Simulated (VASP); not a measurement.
The system is SnSe.

```
Sn Se
1.0
    11.42000    0.00000    0.00000
     0.00000    4.19000    0.00000
     0.00000    0.00000    4.46000
Sn Se
4 4
Direct
  0.12300 0.25000 0.09100
  0.37700 0.75000 0.59100
  0.62300 0.25000 0.40900
  0.87700 0.75000 0.90900
  0.35700 0.25000 0.01600
  0.14300 0.75000 0.51600
  0.85700 0.25000 0.48400
  0.64300 0.75000 0.98400
```

| Quantity | Value |
| --- | --- |
| Program | VASP 6.6.1 |
| Task | relaxation of cell and atoms |
| Functional | PBE |
| Potentials or basis | VASP PAW PBE potentials, release 64 (Sn_d, Se) |
| Cutoff | 600 eV |
| k mesh | 4 × 8 × 8 |
| Occupations | gaussian, width 0.03 eV |
| Spin | no spin polarisation |

At the start: pressure 2.4 GPa; volume 26.68 Å³/atom.

Question: Where does the relaxation end?

Answer: Over 36 steps the energy falls by 13.9 meV/atom and the volume is 28.25 Å³/atom (+5.9 %); space group Pnma (No. 62, to 0.1 Å) before and after.

Step by step:
```tsv
step	energy change (eV)	largest force (eV/Å)	pressure (GPa)	volume (Å³)
1	0.0000	0.3318	2.42	213.41
2	-0.0773	0.2142	-0.90	226.09
3	-0.0926	0.0984	-0.02	222.21
4	-0.0963	0.0760	0.06	222.29
5	-0.0989	0.0723	0.19	222.42
6	-0.1019	0.0532	0.06	223.61
7	-0.1033	0.0285	-0.19	226.28
8	-0.1037	0.0303	-0.13	225.49
9	-0.1047	0.0285	0.07	225.34
10	-0.1047	0.0312	0.08	225.32
11	-0.1058	0.0210	0.02	225.85
12	-0.1060	0.0191	-0.02	226.32
13	-0.1065	0.0244	-0.02	226.47
14	-0.1066	0.0310	-0.02	226.57
15	-0.1072	0.0269	-0.01	226.44
16	-0.1083	0.0181	0.06	226.05
17	-0.1086	0.0343	0.22	225.27
18	-0.1088	0.0255	0.14	225.63
19	-0.1091	0.0231	0.12	225.73
20	-0.1096	0.0158	0.04	226.04
21	-0.1098	0.0301	-0.09	226.64
22	-0.1099	0.0230	-0.07	226.45
23	-0.1100	0.0187	-0.04	226.37
24	-0.1102	0.0120	0.00	226.23
25	-0.1102	0.0136	0.00	226.19
26	-0.1103	0.0137	0.02	226.17
27	-0.1104	0.0178	0.02	226.10
28	-0.1104	0.0205	0.04	226.08
29	-0.1105	0.0189	0.01	226.16
30	-0.1106	0.0156	-0.05	226.40
31	-0.1108	0.0126	-0.03	226.32
32	-0.1109	0.0115	0.02	226.07
33	-0.1110	0.0095	0.03	226.06
34	-0.1112	0.0039	0.03	226.00
35	-0.1111	0.0102	0.04	225.88
36	-0.1113	0.0029	0.01	225.96
```

Final structure:
```
Sn Se
1.0
    11.76559    0.00000    0.00000
     0.00000    4.20643    0.00000
     0.00000    0.00000    4.56572
Sn Se
4 4
Direct
  0.12080 0.25000 0.11579
  0.37920 0.75000 0.61579
  0.62080 0.25000 0.38421
  0.87920 0.75000 0.88421
  0.35493 0.25000 0.02391
  0.14507 0.75000 0.52391
  0.85493 0.25000 0.47609
  0.64507 0.75000 0.97609
```
